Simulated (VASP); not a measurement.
# CuSn3 (I4mm) in VASP: single point with PBEsol

Aim: the single point of CuSn3 with PBEsol.

All numbers are computed with VASP 6.6.1; they aren't measurements. Logs are shortened: lines on timing, memory, paths and dates and some standing lists are left out, and cuts for length are marked.

## Step 1: The cell of the first run

The structure is tetragonal, space group I4mm (No. 107). The conventional cell has a = 4.618 Å, b = 4.618 Å, c = 8.452 Å, α = 90.00°, β = 90.00°, γ = 90.00°. Within 4.1 Å of Cu (site symmetry 4mm) lie 13 Sn at 3.13 to 3.70 Å. Sn (site symmetry 2mm) has 8 Sn at 2.80 to 3.51 Å and 4 Cu at 3.13 Å within 3.7 Å. Sn (site symmetry 4mm) has 8 Sn at 2.80 to 3.51 Å and 4 Cu at 3.31 Å within 3.7 Å.

## Step 2: Single point, PBEsol (atom 4 (Sn) moved +0.525 Å towards its neighbour atom 1 (Cu) at 4.226 Å)

INCAR

```
  PREC = Accurate
  ENCUT = 520
  EDIFF = 1E-6
  ISMEAR = 0
  SIGMA = 0.15
  LREAL = False
  LASPH = True
  NELM = 80
  ALGO = Fast
  ISIF = 2
  LWAVE = False
  LCHARG = False
  GGA = PS
  NBANDS = 34
```

KPOINTS

```
regular mesh
0
Gamma
  14 14 14
```

POSCAR

```
CuSn3
1.0
   -2.3091160394      2.3091160394      4.2260234635
    2.3091160394     -2.3091160394      4.2260234635
    2.3091160394      2.3091160394     -4.2260234635
Cu Sn
1 3
Direct
    0.0000000000      0.0000000000      0.0000000000
    0.7500000000      0.2500000000      0.5000000000
    0.2500000000      0.7500000000      0.5000000000
    0.4378848692      0.4378848692      0.0000000000
```

Potentials or basis: VASP PAW PBE potentials, release 64 (Cu, Sn_d).

Started as:

```bash
cat potpaw_PBE.64/Cu/POTCAR potpaw_PBE.64/Sn_d/POTCAR > POTCAR
mpirun -np 1 vasp_std > vasp.out
```

OUTCAR:

```text
PREC = Accurate
   ENCUT = 520
   EDIFF = 1E-6
   ISMEAR = 0
   LREAL = False
   LASPH = True
   NELM = 80
   ISIF = 2
   GGA = PS

 ion  position               nearest neighbor table
   1  0.000  0.000  0.000-   2 3.13   3 3.13   2 3.13   3 3.13   2 3.13   3 3.13   2 3.13   3 3.13

   2  0.750  0.250  0.500-   4 2.80   4 2.80   1 3.13   1 3.13   1 3.13   1 3.13   3 3.27   3 3.27
                             3 3.27   3 3.27   4 3.51   4 3.51
   3  0.250  0.750  0.500-   4 2.80   4 2.80   1 3.13   1 3.13   1 3.13   1 3.13   2 3.27   2 3.27
                             2 3.27   2 3.27   4 3.51   4 3.51
   4  0.438  0.438  0.000-   2 2.80   3 2.80   3 2.80   2 2.80   2 3.51   3 3.51   3 3.51   2 3.51

  LATTYP: Found a body centered tetragonal cell.
 ALAT       =     4.6182320788
 C/A-ratio  =     1.8301477238

  Lattice vectors:

 A1 = (  -2.3091160394,   2.3091160394,   4.2260234635)
 A2 = (   2.3091160394,  -2.3091160394,   4.2260234635)
 A3 = (   2.3091160394,   2.3091160394,  -4.2260234635)

Analysis of symmetry for initial positions (statically):
=====================================================================
 Subroutine PRICEL returns:
 Original cell was already a primitive cell.

 Routine SETGRP: Setting up the symmetry group for a
 body centered tetragonal supercell.

 Subroutine GETGRP returns: Found  8 space group operations
 (whereof  8 operations were pure point group operations)
 out of a pool of 16 trial point group operations.

The static configuration has the point symmetry C_4v.

Analysis of symmetry for dynamics (positions and initial velocities):
=====================================================================
 Subroutine PRICEL returns:
 Original cell was already a primitive cell.

 Routine SETGRP: Setting up the symmetry group for a
 body centered tetragonal supercell.

 Subroutine GETGRP returns: Found  8 space group operations
 (whereof  8 operations were pure point group operations)
 out of a pool of 16 trial point group operations.

The dynamic configuration has the point symmetry C_4v.

 Subroutine INISYM returns: Found  8 space group operations
 (whereof  8 operations are pure point group operations),
 and found     1 'primitive' translations

----------------------------------------------------------------------------------------

                                     Primitive cell

  volume of cell :      90.1329

  direct lattice vectors                    reciprocal lattice vectors
    -2.309116039  2.309116039  4.226023463     0.000000000  0.216533076  0.118314535
     2.309116039 -2.309116039  4.226023463     0.216533076  0.000000000  0.118314535
     2.309116039  2.309116039 -4.226023463     0.216533076  0.216533076  0.000000000

  length of vectors
     5.340721682  5.340721682  5.340721682     0.246748662  0.246748662  0.306224013

  position of ions in fractional coordinates (direct lattice)
     0.000000000  0.000000000  0.000000000
     0.750000000  0.250000000  0.500000000
     0.250000000  0.750000000  0.500000000
     0.437884869  0.437884869  0.000000000

  ion indices of the primitive-cell ions
   primitive index   ion index
                 1           1
                 2           2
                 3           3
                 4           4

----------------------------------------------------------------------------------------

 KPOINTS: regular mesh

Automatic generation of k-mesh.
 Grid dimensions read from file:
 generate k-points for:   14   14   14

 Generating k-lattice:

  Cartesian coordinates                     Fractional coordinates (reciprocal lattice)
     0.000000000  0.015466648  0.008451038     0.071428571 -0.000000000  0.000000000
     0.015466648  0.000000000  0.008451038    -0.000000000  0.071428571  0.000000000
     0.015466648  0.015466648  0.000000000     0.000000000  0.000000000  0.071428571

  Length of vectors
     0.017624904  0.017624904  0.021873144

  Shift w.r.t. Gamma in fractional coordinates (k-lattice)
     0.000000000  0.000000000  0.000000000

 Subroutine IBZKPT returns following result:
 ===========================================

 Found    244 irreducible k-points:

 Following reciprocal coordinates:
            Coordinates               Weight
  0.000000  0.000000  0.000000      1.000000
  0.071429  0.000000  0.000000      8.000000
  0.142857  0.000000 -0.000000      8.000000
  0.214286  0.000000  0.000000      8.000000
  0.285714  0.000000 -0.000000      8.000000
  0.357143  0.000000 -0.000000      8.000000
[... 16 lines left out ...]
  0.214286  0.142857 -0.000000     16.000000
  0.285714  0.142857 -0.000000     16.000000
 [... further k-points ...]
   k-points           NKPTS =    244   k-points in BZ     NKDIM =    244   number of bands    NBANDS=     34
   number of dos      NEDOS =    301   number of ions     NIONS =      4
   total plane-waves  NPLWV =  64000
   dimension x,y,z NGX =    40 NGY =   40 NGZ =   40
   dimension x,y,z NGXF=    80 NGYF=   80 NGZF=   80
   ions per type =               1   3
   NGX,Y,Z   is equivalent  to a cutoff of  12.45, 12.45, 12.45 a.u.
   NGXF,Y,Z  is equivalent  to a cutoff of  24.90, 24.90, 24.90 a.u.
 SYSTEM =  unknown system
   PREC   = accura    normal or accurate (medium, high low for compatibility)
   ISTART =      0    job   : 0-new  1-cont  2-samecut
   ICHARG =      2    charge: 1-file 2-atom 10-const
   ISPIN  =      1    spin polarized calculation?
   LNONCOLLINEAR =      F non collinear calculations
   LSORBIT =      F    spin-orbit coupling
   LASPH  =      T    aspherical Exc in radial PAW
   ENCUT  =  520.0 eV  38.22 Ry    6.18 a.u.   9.93  9.93  9.93*2*pi/ulx,y,z
   NELM   =     80;   NELMIN=  2; NELMDL= -5     # of ELM steps
   EDIFF  = 0.1E-05   stopping-criterion for ELM
   LREAL  =      F    real-space projection
   EDIFFG = 0.1E-04   stopping-criterion for IOM
   NSW    =      0    number of steps for IOM
   IBRION =     -1    ionic relax: 0-MD 1-quasi-New 2-CG
   NFREE  =      0    steps in history (QN), initial steepest desc. (CG)
   ISIF   =      2    stress and relaxation
   ISYM   =      2    0-nonsym 1-usesym 2-fastsym
   POTIM  = 0.5000    time-step for ionic-motion
   TEBEG  =    0.0;   TEEND  =   0.0 temperature during run
   PSTRESS=    0.0 pullay stress
   NELECT =      53.0000    total number of electrons
   NUPDOWN=      -1.0000    fix difference up-down
   EMIN   =  10.00;   EMAX   =-10.00  energy-range for DOS
   EFERMI =   0.00;   METHOD = LEGACY
   ISMEAR =     0;   SIGMA  =   0.15  broadening in eV -4-tet -1-fermi 0-gaus
   EFERMI_NEDOS =   21; number of points for ismear=-14 and -15
   IALGO  =     68    algorithm
   IMIX   =      4    mixing-type and parameters
     AMIX     =   0.40;   BMIX     =  1.00
     AMIX_MAG =   1.60;   BMIX_MAG =  1.00
  volume/ion in A,a.u.               =      22.53       152.06
  Fermi-wavevector in a.u.,A,eV,Ry     =   1.371531  2.591818 25.593885  1.881097
  Thomas-Fermi vector in A             =   2.497220
   LORBIT       =      0    0 simple, 1 ext, 2 COOP (PROOUT), +10 PAW based schemes
   GGA     = PS    functional components
   LHFCALC =     F    Hartree Fock is set to
   AEXX    =    0.0000 exact exchange contribution
   IVDW    =     0    specifies the selected vdW correction
   LEPSILON=     F    determine dielectric tensor
   LRPA    =     F    only Hartree local field effects (RPA)
 non-spin polarized calculation
 RMM-DIIS sequential band-by-band and
 Gauss-broadening in eV      SIGMA  =   0.15
  energy-cutoff  :      520.00
  volume of cell :       90.13
 maximum number of plane-waves:      2452
   NGX = 19   NGY = 19   NGZ = 19

 number of electron      52.9999988 magnetization

 Free energy of the ion-electron system (eV)
  ---------------------------------------------------
  ext. energy  EPLUGINS =         0.00000000
  ---------------------------------------------------
  free energy    TOTEN  =       -15.41978651 eV

  energy without entropy =      -15.39859219  energy(sigma->0) =      -15.40918935

 E-fermi :   8.4266     XC(G=0): -10.9618

 val. band max:        8.4158922863   @ k =  -0.4286   0.5000   0.2143
 cond. band min:       8.4269924770   @ k =  -0.2857   0.3571   0.1429
 fundamental gap:      0.0111001907
 Fermi energy:         8.4266421190

 k-point     1 :       0.0000    0.0000    0.0000
  band No.  band energies     occupation
      1     -13.3920      2.00000
      2     -13.3920      2.00000
      3     -13.3656      2.00000
      4     -13.3237      2.00000
      5     -13.3171      2.00000
      6     -13.1898      2.00000
[... 26 lines left out ...]
     33      11.2906      0.00000
     34      14.9620      0.00000

 k-point     2 :       0.0714    0.0000    0.0000
  band No.  band energies     occupation
      1     -13.3974      2.00000
      2     -13.3940      2.00000
      3     -13.3608      2.00000
      4     -13.3204      2.00000
      5     -13.3137      2.00000
      6     -13.1878      2.00000
[... 26 lines left out ...]
     33      11.2032      0.00000
     34      15.2555      0.00000

 k-point     3 :       0.1429    0.0000   -0.0000
  band No.  band energies     occupation
      1     -13.4071      2.00000
      2     -13.3982      2.00000
      3     -13.3485      2.00000
      4     -13.3244      2.00000
      5     -13.2965      2.00000
      6     -13.1821      2.00000
[... 26 lines left out ...]
     33      11.5916      0.00000
     34      15.9803      0.00000
[... 704 lines left out ...]
 k-point    23 :       0.2143    0.1429   -0.0000
  band No.  band energies     occupation
      1     -13.4242      2.00000
      2     -13.4119      2.00000
      3     -13.3288      2.00000
      4     -13.3178      2.00000
      5     -13.2635      2.00000
      6     -13.1705      2.00000
[... 26 lines left out ...]
     33      13.4261      0.00000
     34      14.3014      0.00000

 k-point    24 :       0.2857    0.1429   -0.0000
  band No.  band energies     occupation
      1     -13.4245      2.00000
      2     -13.4162      2.00000
      3     -13.3399      2.00000
      4     -13.2991      2.00000
      5     -13.2469      2.00000
      6     -13.1634      2.00000
[... 26 lines left out ...]
     33      13.3116      0.00000
     34      14.7208      0.00000

 [... further k-points ...]
[... 5 lines left out ...]
  --------------------------------------------------------------------------------------
  -------------------------------------------------------------------------------------
  Total        3.2125869      3.2125869      1.2021542      0.0000000      0.0000000      0.0000000
  in kB       57.1060412     57.1060412     21.3691547      0.0000000      0.0000000      0.0000000
  external PRESSURE =      45.1937457 kB  Pullay stress =       0.0000000 kB

 VOLUME and BASIS-vectors are now :
 -----------------------------------------------------------------------------
  energy-cutoff  :      520.00
  volume of cell :       90.13
      direct lattice vectors                 reciprocal lattice vectors
    -2.309116039  2.309116039  4.226023463     0.000000000  0.216533076  0.118314535
     2.309116039 -2.309116039  4.226023463     0.216533076  0.000000000  0.118314535
     2.309116039  2.309116039 -4.226023463     0.216533076  0.216533076  0.000000000

 POSITION                                       TOTAL-FORCE (eV/Angst)
 -----------------------------------------------------------------------------------
      0.00000      0.00000      0.00000        -0.000000     -0.000000     -0.016009
      0.00000      2.30912      2.11301        -0.000000      0.000000     -1.556177
      2.30912      0.00000      2.11301         0.000000     -0.000000     -1.556177
      0.00000      0.00000      3.70102         0.000000      0.000000      3.128364
 -----------------------------------------------------------------------------------
    total drift:                               -0.000000     -0.000000     -0.000107

  FREE ENERGIE OF THE ION-ELECTRON SYSTEM (eV)
  ---------------------------------------------------
  free  energy   TOTEN  =       -15.4197865115 eV

  energy  without entropy=      -15.3985921902  energy(sigma->0) =      -15.40918935
```

Run time: 22 min. Hardware: 1 thread of Oxide Virtual Turin-like, shared host; peak memory 0.68 GiB.

What came out:

```
Free energy   : -15.4198 eV
Pressure      : 4.5 GPa
Largest force : 3.128 eV/Å
```

Forces in eV/Å, atoms in the order of the input:
```
Cu   0.000  0.000 -0.016
Sn   0.000  0.000 -1.556
Sn   0.000  0.000 -1.556
Sn   0.000  0.000  3.128
```

Levels at points of the mesh, in eV from the Fermi level:
```tsv
k point	band 23	band 24	band 25	band 26	band 27	band 28	band 29	band 30
(0.00, 0.00, 0.00)	-2.60	-1.79	-1.66	-1.66	-0.05	0.25	0.25	0.70
(0.50, 0.00, 0.00)	-2.57	-2.07	-1.50	-1.33	-0.25	-0.19	2.16	3.74
(0.50, 0.50, 0.00)	-2.56	-2.52	-2.27	-2.26	0.94	1.86	2.70	3.06
(0.50, 0.50, 0.50)	-2.67	-2.59	-2.17	-1.85	3.20	3.59	3.59	3.65
```

Caveat: the cell differs from its parent crystal (atom 4 (Sn) moved +0.525 Å towards its neighbour atom 1 (Cu) at 4.226 Å); the PAW data sets were made with another functional, which shifts forces and pressure a little; spin-orbit coupling is left out, which moves the levels of the heavy elements.
